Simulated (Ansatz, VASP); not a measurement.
**Ni3Pt in VASP and in Ansatz**

```
Ni Pt
1.0
     3.62457    0.00000    0.00000
     0.00000    3.62457    0.00000
     0.00000    0.00000    3.62457
Ni Pt
3 1
Direct
  0.50000 0.00000 0.50000
  0.00000 0.50000 0.50000
  0.50000 0.50000 0.00000
  0.00000 0.00000 0.00000
```

Alike in both runs: task single point; functional LDA; k mesh 9 × 9 × 9; occupations fermi-dirac, width 0.05 eV; no spin polarisation.

```csv
,VASP,Ansatz
version,VASP 6.6.1,Ansatz 0.2.0
potentials or method,"VASP PAW LDA potentials, release 64 (Ni, Pt)","PAW with Ansatz's default frozen-core files, scalar-relativistic"
plane-wave cutoff (eV),520,420
valence electrons in the cell,40,72
```

|  | VASP | Ansatz | Ansatz less VASP |
| --- | --- | --- | --- |
| pressure (GPa) | -12.9 | -13.3 | -0.35 |

LDA's correlation is that of Perdew and Zunger in VASP and of Perdew and Wang (1992) in Ansatz. VASP's potentials hold 40 valence electrons a cell and Ansatz's 72, so a difference there can come from the potentials and not from the codes.

Neither program's run includes spin-orbit coupling.
